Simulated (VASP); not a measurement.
## Sb: single point with PBE

Crystal: Sb.

```xyz
8
Lattice="7.4694 0.0000 0.0000 0.0000 7.4694 0.0000 0.0000 0.0000 4.0161" Properties=species:S:1:pos:R:3 pbc="T T T"
Sb    0.7311    0.7311    2.0080
Sb    5.3471    5.3471    2.0080
Sb    2.1223    2.1223    0.0000
Sb    1.6124    5.8570    3.0121
Sb    3.0036    4.4658    1.0040
Sb    6.7383    6.7383    0.0000
Sb    5.8570    1.6124    1.0040
Sb    4.4658    3.0036    3.0121
```

| Quantity | Value |
| --- | --- |
| Program | VASP 6.6.1 |
| Task | single point |
| Functional | PBE |
| Potentials or basis | VASP PAW PBE potentials, release 64 (Sb) |
| Cutoff | 520 eV |
| k mesh | 4 × 4 × 4 |
| Occupations | gaussian, width 0.1 eV |
| Spin | no spin polarisation |

```
Pressure               : 22.7 GPa
Largest force          : 2.180 eV/Å
Band gap on the k mesh : zero (band 20 reaches 9.14 eV, above the bottom of band 21 at 7.55 eV)
```

Forces in eV/Å, atoms in the order of the input:
```
Sb   1.480  1.480  0.000
Sb   1.542  1.542  0.000
Sb  -1.542 -1.542  0.000
Sb   1.542 -1.542  0.000
Sb  -1.480  1.480  0.000
Sb  -1.480 -1.480  0.000
Sb  -1.542  1.542  0.000
Sb   1.480 -1.480  0.000
```

Stress tensor (GPa, compression positive):
```
23.29  0.00  0.00
 0.00 23.29  0.00
 0.00  0.00 21.58
```

Levels at points of the mesh, in eV from the Fermi level:
| k point | band 16 | band 17 | band 18 | band 19 | band 20 | band 21 | band 22 | band 23 | band 24 | band 25 |
| --- | --- | --- | --- | --- | --- | --- | --- | --- | --- | --- |
| (0.00, 0.00, 0.00) | -1.76 | -1.40 | -1.03 | -0.67 | -0.67 | 0.26 | 0.26 | 1.59 | 1.69 | 1.72 |
| (0.50, 0.00, 0.00) | -2.16 | -0.65 | -0.65 | -0.13 | -0.13 | 0.15 | 0.15 | 0.50 | 0.50 | 2.30 |
| (0.50, 0.50, 0.00) | -1.90 | -1.82 | -1.82 | -1.41 | -1.41 | 0.71 | 0.71 | 1.62 | 1.62 | 2.34 |
| (0.00, 0.00, 0.50) | -3.80 | -2.91 | -2.91 | 0.92 | 0.92 | 1.40 | 1.40 | 1.74 | 1.74 | 2.35 |
| (0.50, 0.00, 0.50) | -2.61 | -1.53 | -1.53 | -1.44 | -1.44 | -0.68 | -0.68 | 0.53 | 0.53 | 2.28 |
| (0.50, 0.50, 0.50) | -4.22 | -1.38 | -1.38 | -1.38 | -1.38 | 1.19 | 1.19 | 1.19 | 1.19 | 2.23 |

Wall time 49 s on 1 thread of Intel(R) Xeon(R) Platinum 8559C (Emerald Rapids) (shared host), peak memory 0.32 GiB.

Caveat: the k points lie up to 0.39 Å⁻¹ apart; spin-orbit coupling is left out, which moves the levels of the heavy elements; forces of over 1 eV/Å act on the atoms, so gaps and moduli don't describe the material at rest.
